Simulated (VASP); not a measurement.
Set up this calculation in VASP 6.6.1, as the native input.

- Task: single point
- Functional: LDA
- Potentials or basis: VASP PAW LDA potentials, release 64 (H)
- Cutoff: 520 eV
- k mesh: 6 × 6 × 6
- Occupations: gaussian, width 0.05 eV
- Spin: no spin polarisation
- Dipole correction: no
- Further INCAR settings: ALGO = Normal; EDIFF = 1e-06; NBANDS = 10

The structure of H lies in POSCAR:

```
H
1.0
    2.6234813799     -2.5669048168      0.0000000000
    2.6234813799      2.5669048168      0.0000000000
    0.0000000000      0.0000000000      4.1418180000
H
4
Direct
    0.9532956300      0.0467043700      0.0322929095
    0.4532956300      0.5467043700      0.4314911100
    0.5467043700      0.4532956300      0.5685088900
    0.0467043700      0.9532956300      0.9314911100
```

This cell differs from its parent crystal: atom 1 (H) moved by (+0.000, -0.150) A along x and z.

One way to write it, as run:

INCAR

```
ALGO = Normal ; EDIFF = 1E-6
ENCUT = 520 ; GGA = CA
ISIF = 2 ; ISMEAR = 0
LASPH = T ; LCHARG = F
LREAL = F ; LWAVE = F
NBANDS = 10 ; NELM = 60
PREC = Accurate ; SIGMA = 0.05
```

KPOINTS

```
k-points
0
Gamma
  6 6 6
```

Potentials or basis: VASP PAW LDA potentials, release 64 (H).

Launch:

```bash
$ cat potpaw_LDA.64/H/POTCAR > POTCAR
$ mpirun -np 1 vasp_std > vasp.out
```

It gave:

```json
{
 "Pressure": "4.0 GPa",
 "Largest force": "6.679 eV/Å",
 "Band gap on the k mesh": "9.03 eV, indirect (least direct gap 9.38 eV)"
}
```

Caveat: the cell differs from its parent crystal (atom 1 (H) moved by (+0.000, -0.150) A along x and z); forces of over 1 eV/Å act on the atoms, so gaps and moduli don't describe the material at rest.

It took 29 s on 1 thread of Intel(R) Xeon(R) Platinum 8488C (Sapphire Rapids), with other jobs on the host, peak memory 0.15 GiB.
